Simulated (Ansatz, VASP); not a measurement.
# One calculation of O, two programs

File INCAR:

```
SYSTEM = O
  PREC = Accurate
  ENCUT = 520
  EDIFF = 1E-6
  ISMEAR = -1
  SIGMA = 0.03
  LREAL = .FALSE.
  LASPH = .TRUE.
  NELM = 100
  ALGO = Normal
  ISIF = 2
  LWAVE = .FALSE.
  LCHARG = .FALSE.
  GGA = PS
  NBANDS = 13
```

File KPOINTS:

```
Automatic mesh
0
G
  6 6 4
  0 0 0
```

Contents of POSCAR:

```
O
1.0
    2.8514028533     -1.6624159400      0.0000000000
    2.8514028533      1.6624159400      0.0000000000
   -2.3944914034      0.0000000000      3.6470501824
O
2
Direct
    0.9745461700      0.9745461700      0.8444259800
    0.0254538300      0.0254538300      0.1555740200
```

The input input.yaml:

```yaml
crystal:
  lattice:
    - [2.8514028533, -1.66241594, 0.0]
    - [2.8514028533, 1.66241594, 0.0]
    - [-2.3944914034, 0.0, 3.6470501824]
  atoms:
    - { symbol: O, position: [0.97454617, 0.97454617, 0.84442598] }
    - { symbol: O, position: [0.02545383, 0.02545383, 0.15557402] }
kpoints:
  mp_grid: { grid: [6, 6, 4] }
scf:
  occupations: { method: fermi_dirac, width: 0.03 }
hamiltonian:
  xc: pbesol
  pseudopotentials: { kind: all_electron, lapw: { basis_error: 0.001 } }
output:
  forces: true
  stress: true
  eigenvalues: true
```

Alike in both runs: task single point; functional PBEsol; k mesh 6 × 6 × 4; occupations fermi-dirac, width 0.03 eV; no spin polarisation.

|  | VASP | Ansatz |
| --- | --- | --- |
| version | VASP 6.6.1 | Ansatz 0.2.0 |
| potentials or method | VASP PAW PBE potentials, release 64 (O), cutoff 520 eV | all-electron LAPW, scalar-relativistic |

```csv
,VASP,Ansatz,Ansatz less VASP
gap on the k mesh at the Fermi level (eV),none,none,-
pressure (GPa),-1.8,-3.7,-1.92
"traceless stress, the component that is largest in VASP (GPa)",-2.31,-0.11,+2.197
rms of the force components (eV/Å),0.250,0.453,+0.2028
```

VASP's potentials were made for PBE, not for PBEsol. Atom by atom the forces differ by 0.676 eV/Å (rms over components). A gap of «none» marks a metal or a gap that the smearing closes. One of these differences is far larger than is usual between the two programs; its cause wasn't traced. Ansatz ran all-electron here, and VASP with PAW potentials.

The k mesh is coarse, so the values compare programs but aren't converged. Noted on VASP's run: the standard files for N, O and F lose accuracy on very short bonds; spin is off for a triplet molecule. Noted on Ansatz's run: the k mesh is thin for a metal, which can move the energy by tens of meV per atom; spin is off for a triplet molecule.
